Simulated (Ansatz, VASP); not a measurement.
One calculation of SnW6, two programs

The input INCAR:

```
SYSTEM = SnW6
PREC = Accurate
ENCUT = 600
EDIFF = 1E-7
ISMEAR = 0
SIGMA = 0.2
LREAL = .False.
LASPH = .True.
NELM = 80
ALGO = Fast
ISIF = 3
LWAVE = .False.
LCHARG = .False.
GGA = PE
IBRION = 2
NSW = 36
EDIFFG = -0.08
```

The input KPOINTS:

```
Automatic mesh
0
Gamma
  6 6 6
  0 0 0
```

Contents of POSCAR:

```
SnW6
1.0
    6.1775000000      3.5665812900      0.9533333300
   -6.1775000000      3.5665812900      0.9533333300
    0.0000000000     -7.1331625800      0.9533333300
Sn W
1 6
Direct
    0.0000000000      0.0000000000      0.0000000000
    0.2857100000      0.5714300000      0.1428600000
    0.7142900000      0.4285700000      0.8571400000
    0.5714300000      0.1428600000      0.2857100000
    0.4285700000      0.8571400000      0.7142900000
    0.1428600000      0.2857100000      0.5714300000
    0.8571400000      0.7142900000      0.4285700000
```

Input for Ansatz:

```yaml
crystal:
  lattice:
    - [6.1775, 3.56658129, 0.95333333]
    - [-6.1775, 3.56658129, 0.95333333]
    - [0.0, -7.13316258, 0.95333333]
  atoms:
    - { symbol: Sn, position: [0.0, 0.0, 0.0] }
    - { symbol: W, position: [0.28571, 0.57143, 0.14286] }
    - { symbol: W, position: [0.71429, 0.42857, 0.85714] }
    - { symbol: W, position: [0.57143, 0.14286, 0.28571] }
    - { symbol: W, position: [0.42857, 0.85714, 0.71429] }
    - { symbol: W, position: [0.14286, 0.28571, 0.57143] }
    - { symbol: W, position: [0.85714, 0.71429, 0.42857] }
basis:
  ecutwfc: 420
kpoints:
  mp_grid: { grid: [6, 6, 6] }
hamiltonian:
  xc: pbe
scf:
  occupations: { method: gaussian, width: 0.2 }
  lower_state_search: "off"
output:
  forces: true
  stress: true
  eigenvalues: true
relax:
  adjacent_minimum: "off"
  f_tol: 0.08
  max_steps: 16
  cell: { stress_tol: 0.8 }
```

Alike in both runs: task relaxation of cell and atoms; functional PBE; k mesh 6 × 6 × 6; occupations gaussian, width 0.2 eV; no spin polarisation.

|  | VASP | Ansatz |
| --- | --- | --- |
| version | VASP 6.6.1 | Ansatz 0.2.0 |
| potentials or method | VASP PAW PBE potentials, release 64 (Sn_d, W_sv), cutoff 600 eV | scalar-relativistic, plane waves, PAW |
| valence electrons in the cell | 98 | 98 |

|  | VASP | Ansatz | Ansatz less VASP |
| --- | --- | --- | --- |
| gap on the k mesh at the Fermi level, each at its own relaxed structure (eV) | none | none | - |
| relaxed volume (Å³/atom) | 16.78 | 16.77 | -0.008 |
| relaxed cell length with the largest relative difference (Å) | 7.014 | 7.014 | +0.0001 |

A gap of «none» marks a metal or a gap that the smearing closes.

The k mesh is coarse, so the values compare programs but aren't converged. Neither program's run includes spin-orbit coupling.
